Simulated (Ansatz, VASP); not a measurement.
# Two plane-wave programs on AlPt

The input INCAR:

```
ALGO = Normal
EDIFF = 1E-7
ENCUT = 520
GGA = PS
ISIF = 2
ISMEAR = 0
LASPH = True
LCHARG = True
LELF = True
LREAL = False
LVHAR = True
LWAVE = False
NBANDS = 36
NELM = 100
PREC = Accurate
SIGMA = 0.1
```

File KPOINTS:

```
k-points
0
Gamma
  6 6 6
```

Contents of POSCAR:

```
AlPt
1.0
    5.0667651267      0.0000000000      0.0000000000
    0.0000000000      5.0667651267      0.0000000000
    0.0000000000      0.0000000000      5.0667651267
Al Pt
4 4
Direct
    0.8440320000      0.8440320000      0.8440320000
    0.6559680000      0.1559680000      0.3440320000
    0.3440320000      0.6559680000      0.1559680000
    0.1559680000      0.3440320000      0.6559680000
    0.1550630000      0.1550630000      0.1550630000
    0.3449370000      0.8449370000      0.6550630000
    0.6550630000      0.3449370000      0.8449370000
    0.8449370000      0.6550630000      0.3449370000
```

Input for Ansatz:

```yaml
crystal:
  lattice:
    - [5.066765126666522, 0.0, 0.0]
    - [0.0, 5.066765126666522, 0.0]
    - [0.0, 0.0, 5.066765126666522]
  atoms:
    - { symbol: Al, position: [0.844032, 0.844032, 0.844032] }
    - { symbol: Al, position: [0.655968, 0.155968, 0.344032] }
    - { symbol: Al, position: [0.344032, 0.655968, 0.155968] }
    - { symbol: Al, position: [0.155968, 0.344032, 0.655968] }
    - { symbol: Pt, position: [0.155063, 0.155063, 0.155063] }
    - { symbol: Pt, position: [0.344937, 0.844937, 0.655063] }
    - { symbol: Pt, position: [0.655063, 0.344937, 0.844937] }
    - { symbol: Pt, position: [0.844937, 0.655063, 0.344937] }
basis:
  ecutwfc: 571.4391111657479
kpoints:
  mp_grid:
    grid: [6, 6, 6]
hamiltonian:
  xc: pbesol
  pseudopotentials:
    kind: paw
scf:
  occupations:
    method: gaussian
    width: 0.1
output:
  stress: true
```

Alike in both runs: task single point; functional PBEsol; k mesh 6 × 6 × 6; occupations gaussian, width 0.1 eV; no spin polarisation.

|  | VASP | Ansatz |
| --- | --- | --- |
| version | VASP 6.6.1 | Ansatz 0.2.0 |
| potentials or method | VASP PAW PBE potentials, release 64 (Al, Pt), cutoff 520 eV | plane waves, PAW |
| valence electrons in the cell | 52 | 84 |

|  | VASP | Ansatz | Ansatz less VASP |
| --- | --- | --- | --- |
| pressure (GPa) | -18.3 | -18.2 | +0.12 |

VASP's potentials were made for PBE, not for PBEsol. VASP's potentials hold 52 valence electrons a cell and Ansatz's 84, so a difference there can come from the potentials and not from the codes.

Neither program's run includes spin-orbit coupling.
